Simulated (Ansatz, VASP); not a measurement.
Two plane-wave programs on Rh

Contents of INCAR:

```
SYSTEM = Rh
ALGO = Fast
EDIFF = 1E-6
ENCUT = 520
ISIF = 2
ISMEAR = 0
LASPH = .TRUE.
LCHARG = .FALSE.
LREAL = .FALSE.
LWAVE = .FALSE.
NBANDS = 14
NELM = 60
PREC = Accurate
SIGMA = 0.15
```

File KPOINTS:

```
k-points
0
G
  22 22 22
  0 0 0
```

File POSCAR:

```
Rh
1.0
    0.0000000000      1.9966275000      1.8064725000
    1.9966275000      0.0000000000      1.8064725000
    1.9966275000      1.9966275000      0.0000000000
Rh
1
Direct
    0.0000000000      0.0000000000      0.0000000000
```

Input for Ansatz:

```yaml
crystal:
  lattice:
    - [0.0, 1.9966275, 1.8064725]
    - [1.9966275, 0.0, 1.8064725]
    - [1.9966275, 1.9966275, 0.0]
  atoms:
    - { symbol: Rh, position: [0.0, 0.0, 0.0] }
basis:
  ecutwfc: 420
kpoints:
  mp_grid: { grid: [22, 22, 22] }
hamiltonian:
  xc: lda
scf:
  occupations: { method: gaussian, width: 0.15 }
output:
  forces: true
  stress: true
  eigenvalues: true
```

Change from the starting cell: strain +0.050 along x and y, -0.050 along z, atoms carried along.

Alike in both runs: task single point; functional LDA; k mesh 22 × 22 × 22; occupations gaussian, width 0.15 eV; no spin polarisation.

|  | VASP | Ansatz |
| --- | --- | --- |
| version | VASP 6.6.1 | Ansatz 0.2.0 |
| potentials or method | VASP PAW LDA potentials, release 64 (Rh_pv), cutoff 520 eV | scalar-relativistic, plane waves, PAW |
| valence electrons in the cell | 15 | 17 |

```csv
,VASP,Ansatz,Ansatz less VASP
gap on the k mesh at the Fermi level (eV),none,none,-
pressure (GPa),-19.7,-20.5,-0.80
"traceless stress, the component that is largest in VASP (GPa)",12.46,12.51,+0.052
```

LDA's correlation is that of Perdew and Zunger in VASP and of Perdew and Wang (1992) in Ansatz. A gap of «none» marks a metal or a gap that the smearing closes. VASP's potentials hold 15 valence electrons a cell and Ansatz's 17, so a difference there can come from the potentials and not from the codes.
